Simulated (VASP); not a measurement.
# TcIr (Pm-3m) in VASP: relaxation of cell and atoms with LDA

Aim: the relaxation of cell and atoms of TcIr with LDA.

All numbers are computed with VASP 6.6.1; they aren't measurements. Logs are shortened: lines on timing, memory, paths and dates and some standing lists are left out, and cuts for length are marked.

### 1 The cell of the first run

Symmetry: Pm-3m, No. 221, cubic system. The conventional cell has a = 2.880 Å, b = 2.880 Å, c = 2.880 Å, α = 90.00°, β = 90.00°, γ = 90.00°. Within 3.3 Å of Ir (site symmetry m-3m) lie 8 Tc at 2.49 Å and 6 Ir at 2.88 Å. Tc (site symmetry m-3m) has 8 Ir at 2.49 Å and 6 Tc at 2.88 Å within 3.3 Å.

### 2 Relaxation of cell and atoms, LDA

INCAR reads:

```
PREC     = Accurate       # precision mode
ENCUT    = 600            # plane-wave cutoff, eV
EDIFF    = 1E-6           # SCF threshold, eV
ISMEAR   = 0              # smearing method
SIGMA    = 0.05           # smearing width, eV
LREAL    = F              # projectors in reciprocal space
LASPH    = T              # aspherical terms in the spheres
NELM     = 80             # most SCF steps
ALGO     = Normal         # electronic algorithm
ISIF     = 3              # what is computed and relaxed
LWAVE    = F              # write WAVECAR
LCHARG   = F              # write CHGCAR
GGA      = CA             # functional
IBRION   = 2              # ionic algorithm
NSW      = 80             # ionic steps
EDIFFG   = -0.03          # ionic threshold
```

KPOINTS reads:

```
regular mesh
0
Gamma
  8 8 8
```

POSCAR reads:

```
TcIr
1.0
    2.8800000000      0.0000000000      0.0000000000
    0.0000000000      2.8800000000      0.0000000000
    0.0000000000      0.0000000000      2.8800000000
Ir Tc
1 1
Direct
    0.0000000000      0.0000000000      0.0000000000
    0.5000000000      0.5000000000      0.5000000000
```

Potentials or basis: VASP PAW LDA potentials, release 64 (Ir, Tc_pv).

The run is started by

```console
$ cat potpaw_LDA.64/Ir/POTCAR potpaw_LDA.64/Tc_pv/POTCAR > POTCAR
$ mpirun -np 1 vasp_std > vasp.out
```

OUTCAR:

```text
PREC = Accurate
   ENCUT = 600
   EDIFF = 1E-6
   ISMEAR = 0
   LREAL = F
   LASPH = T
   NELM = 80
   ISIF = 3
   GGA = CA
   IBRION = 2
   NSW = 80
   EDIFFG = -0.03

 ion  position               nearest neighbor table
   1  0.000  0.000  0.000-   2 2.49   2 2.49   2 2.49   2 2.49   2 2.49   2 2.49   2 2.49   2 2.49

   2  0.500  0.500  0.500-   1 2.49   1 2.49   1 2.49   1 2.49   1 2.49   1 2.49   1 2.49   1 2.49

  LATTYP: Found a simple cubic cell.
 ALAT       =     2.8800000000

  Lattice vectors:

 A1 = (   2.8800000000,   0.0000000000,   0.0000000000)
 A2 = (   0.0000000000,   2.8800000000,   0.0000000000)
 A3 = (   0.0000000000,   0.0000000000,   2.8800000000)

Analysis of symmetry for initial positions (statically):
=====================================================================
 Subroutine PRICEL returns:
 Original cell was already a primitive cell.

 Routine SETGRP: Setting up the symmetry group for a
 simple cubic supercell.

 Subroutine GETGRP returns: Found 48 space group operations
 (whereof 48 operations were pure point group operations)
 out of a pool of 48 trial point group operations.

The static configuration has the point symmetry O_h .

Analysis of symmetry for dynamics (positions and initial velocities):
=====================================================================
 Subroutine PRICEL returns:
 Original cell was already a primitive cell.

 Routine SETGRP: Setting up the symmetry group for a
 simple cubic supercell.

 Subroutine GETGRP returns: Found 48 space group operations
 (whereof 48 operations were pure point group operations)
 out of a pool of 48 trial point group operations.

The dynamic configuration has the point symmetry O_h .

 Subroutine INISYM returns: Found 48 space group operations
 (whereof 48 operations are pure point group operations),
 and found     1 'primitive' translations

----------------------------------------------------------------------------------------

                                     Primitive cell

  volume of cell :      23.8879

  direct lattice vectors                    reciprocal lattice vectors
     2.880000000  0.000000000  0.000000000     0.347222222  0.000000000  0.000000000
     0.000000000  2.880000000  0.000000000     0.000000000  0.347222222  0.000000000
     0.000000000  0.000000000  2.880000000     0.000000000  0.000000000  0.347222222

  length of vectors
     2.880000000  2.880000000  2.880000000     0.347222222  0.347222222  0.347222222

  position of ions in fractional coordinates (direct lattice)
     0.000000000  0.000000000  0.000000000
     0.500000000  0.500000000  0.500000000

  ion indices of the primitive-cell ions
   primitive index   ion index
                 1           1
                 2           2

----------------------------------------------------------------------------------------

 KPOINTS: regular mesh

Automatic generation of k-mesh.
 Grid dimensions read from file:
 generate k-points for:    8    8    8

 Generating k-lattice:

  Cartesian coordinates                     Fractional coordinates (reciprocal lattice)
     0.043402778  0.000000000  0.000000000     0.125000000  0.000000000  0.000000000
     0.000000000  0.043402778  0.000000000     0.000000000  0.125000000  0.000000000
     0.000000000  0.000000000  0.043402778     0.000000000  0.000000000  0.125000000

  Length of vectors
     0.043402778  0.043402778  0.043402778

  Shift w.r.t. Gamma in fractional coordinates (k-lattice)
     0.000000000  0.000000000  0.000000000

 Subroutine IBZKPT returns following result:
 ===========================================

 Found     35 irreducible k-points:

 Following reciprocal coordinates:
            Coordinates               Weight
  0.000000  0.000000  0.000000      1.000000
  0.125000  0.000000  0.000000      6.000000
  0.250000  0.000000  0.000000      6.000000
  0.375000  0.000000  0.000000      6.000000
  0.500000  0.000000  0.000000      3.000000
  0.125000  0.125000  0.000000     12.000000
[... 16 lines left out ...]
  0.375000  0.375000  0.125000     24.000000
  0.500000  0.375000  0.125000     24.000000
 [... further k-points ...]
   k-points           NKPTS =     35   k-points in BZ     NKDIM =     35   number of bands    NBANDS=     15
   number of dos      NEDOS =    301   number of ions     NIONS =      2
   total plane-waves  NPLWV =  13824
   dimension x,y,z NGX =    24 NGY =   24 NGZ =   24
   dimension x,y,z NGXF=    48 NGYF=   48 NGZF=   48
   ions per type =               1   1
   NGX,Y,Z   is equivalent  to a cutoff of  13.85, 13.85, 13.85 a.u.
   NGXF,Y,Z  is equivalent  to a cutoff of  27.71, 27.71, 27.71 a.u.
 SYSTEM =  unknown system
   PREC   = accura    normal or accurate (medium, high low for compatibility)
   ISTART =      0    job   : 0-new  1-cont  2-samecut
   ICHARG =      2    charge: 1-file 2-atom 10-const
   ISPIN  =      1    spin polarized calculation?
   LNONCOLLINEAR =      F non collinear calculations
   LSORBIT =      F    spin-orbit coupling
   LASPH  =      T    aspherical Exc in radial PAW
   ENCUT  =  600.0 eV  44.10 Ry    6.64 a.u.   5.75  5.75  5.75*2*pi/ulx,y,z
   NELM   =     80;   NELMIN=  2; NELMDL= -5     # of ELM steps
   EDIFF  = 0.1E-05   stopping-criterion for ELM
   LREAL  =      F    real-space projection
   EDIFFG = -.3E-01   stopping-criterion for IOM
   NSW    =     80    number of steps for IOM
   IBRION =      2    ionic relax: 0-MD 1-quasi-New 2-CG
   NFREE  =      1    steps in history (QN), initial steepest desc. (CG)
   ISIF   =      3    stress and relaxation
   ISYM   =      2    0-nonsym 1-usesym 2-fastsym
   POTIM  = 0.5000    time-step for ionic-motion
   TEBEG  =    0.0;   TEEND  =   0.0 temperature during run
   PSTRESS=    0.0 pullay stress
   NELECT =      22.0000    total number of electrons
   NUPDOWN=      -1.0000    fix difference up-down
   EMIN   =  10.00;   EMAX   =-10.00  energy-range for DOS
   EFERMI =   0.00;   METHOD = LEGACY
   ISMEAR =     0;   SIGMA  =   0.05  broadening in eV -4-tet -1-fermi 0-gaus
   EFERMI_NEDOS =   21; number of points for ismear=-14 and -15
   IALGO  =     38    algorithm
   IMIX   =      4    mixing-type and parameters
     AMIX     =   0.40;   BMIX     =  1.00
     AMIX_MAG =   1.60;   BMIX_MAG =  1.00
  volume/ion in A,a.u.               =      11.94        80.60
  Fermi-wavevector in a.u.,A,eV,Ry     =   1.592783  3.009923 34.517398  2.536957
  Thomas-Fermi vector in A             =   2.691115
   LORBIT       =      0    0 simple, 1 ext, 2 COOP (PROOUT), +10 PAW based schemes
   GGA     = CA    functional components
   LHFCALC =     F    Hartree Fock is set to
   AEXX    =    0.0000 exact exchange contribution
   IVDW    =     0    specifies the selected vdW correction
   LEPSILON=     F    determine dielectric tensor
   LRPA    =     F    only Hartree local field effects (RPA)
 conjugate gradient relaxation of ions
 non-spin polarized calculation
 Gauss-broadening in eV      SIGMA  =   0.05
  energy-cutoff  :      600.00
  volume of cell :       23.89
 maximum number of plane-waves:       840
 NGX is ok and might be reduce to    24
   NGX = 11   NGY = 11   NGZ = 11

--------------------------------------- Ionic step        1  -------------------------------------------

 number of electron      22.0000003 magnetization

 Free energy of the ion-electron system (eV)
  ---------------------------------------------------
  ext. energy  EPLUGINS =         0.00000000
  ---------------------------------------------------
  free energy    TOTEN  =       -19.94267082 eV

  energy without entropy =      -19.93721516  energy(sigma->0) =      -19.93994299

------------------------ aborting loop because EDIFF is reached ----------------------------------------

  FORCE on cell =-STRESS in cart. coord.  units (eV):
  Direction    XX          YY          ZZ          XY          YZ          ZX
  --------------------------------------------------------------------------------------
  -------------------------------------------------------------------------------------
  Total       13.6289297     13.6289297     13.6289297     -0.0000000     -0.0000000     -0.0000000
  in kB      914.1024433    914.1024433    914.1024433     -0.0000000     -0.0000000     -0.0000000
  external PRESSURE =     914.1024433 kB  Pullay stress =       0.0000000 kB
[... 21 lines left out ...]
  energy  without entropy=      -19.9372151602  energy(sigma->0) =      -19.93994299

--------------------------------------- Ionic step        2  -------------------------------------------

 number of electron      21.9999988 magnetization

 E-fermi :   2.9609     XC(G=0): -10.4647

 val. band max:        2.9561877767   @ k =   0.5000   0.1250   0.0000
 cond. band min:       2.9636118932   @ k =   0.2500   0.2500   0.2500
 fundamental gap:      0.0074241164
 Fermi energy:         2.9609378210

 k-point     1 :       0.0000    0.0000    0.0000
  band No.  band energies     occupation
      1     -35.7159      2.00000
      2     -35.7159      2.00000
      3     -35.7159      2.00000
      4      -2.1092      2.00000
      5       0.5971      2.00000
      6       0.5971      2.00000
      7       1.7838      2.00000
      8       1.7838      2.00000
      9       1.7838      2.00000
     10       2.9850      0.49548
     11       2.9850      0.49548
     12       3.6859      0.00000
     13       3.6859      0.00000
     14       3.6859      0.00000
     15       9.0025      0.00000
[... 519 lines left out ...]
  energy  without entropy=      -21.0361548169  energy(sigma->0) =      -21.04026729

--------------------------------------- Ionic step        5  -------------------------------------------

 number of electron      22.0000007 magnetization

 Free energy of the ion-electron system (eV)
  ---------------------------------------------------
  ext. energy  EPLUGINS =         0.00000000
  ---------------------------------------------------
  free energy    TOTEN  =       -21.05093716 eV

  energy without entropy =      -21.04289187  energy(sigma->0) =      -21.04691451

 E-fermi :  11.6332     XC(G=0): -14.0780

 val. band max:       11.6175015613   @ k =   0.3750   0.2500   0.2500
 cond. band min:      11.6444048820   @ k =   0.5000   0.3750   0.2500
 fundamental gap:      0.0269033208
 Fermi energy:        11.6332221763

 k-point     1 :       0.0000    0.0000    0.0000
  band No.  band energies     occupation
      1     -27.3413      2.00000
      2     -27.3413      2.00000
      3     -27.3413      2.00000
      4       2.0989      2.00000
      5       4.7151      2.00000
      6       4.7151      2.00000
      7       8.4246      2.00000
      8       8.4246      2.00000
      9       8.4246      2.00000
     10      11.6456      0.72550
     11      11.6456      0.72550
     12      13.9290      0.00000
     13      13.9290      0.00000
     14      13.9290      0.00000
     15      20.2014      0.00000
[... 443 lines left out ...]
  FREE ENERGIE OF THE ION-ELECTRON SYSTEM (eV)
  ---------------------------------------------------
  free  energy   TOTEN  =       -21.0509371629 eV

  energy  without entropy=      -21.0428918669  energy(sigma->0) =      -21.04691451

 reached required accuracy - stopping structural energy minimisation
```

Wall time 23 s (1 thread of Intel Xeon 6975P-C (Granite Rapids), shared host); peak memory 0.15 GiB.

Results:

* Free energy: -21.0509 eV
* Relaxed volume: 14.23 Å³/atom
* Relaxed cell: a = 3.053 Å, b = 3.053 Å, c = 3.053 Å, α = 90.00°, β = 90.00°, γ = 90.00°
* Space group after relaxing (to 0.1 Å): Pm-3m (No. 221)
* Pressure after relaxing: 0.2 GPa
* Band gap on the k mesh: zero (bands 11 and 12 overlap by 2.16 eV)

Final structure:
```
Ir Tc
1.0
     3.05301    0.00000    0.00000
     0.00000    3.05301    0.00000
     0.00000    0.00000    3.05301
Ir Tc
1 1
Direct
  0.00000 0.00000 0.00000
  0.50000 0.50000 0.50000
```

Caveat: the volume moved by over 15 % at a fixed basis, so the end points are rough; spin-orbit coupling is left out, which moves the levels of the heavy elements.
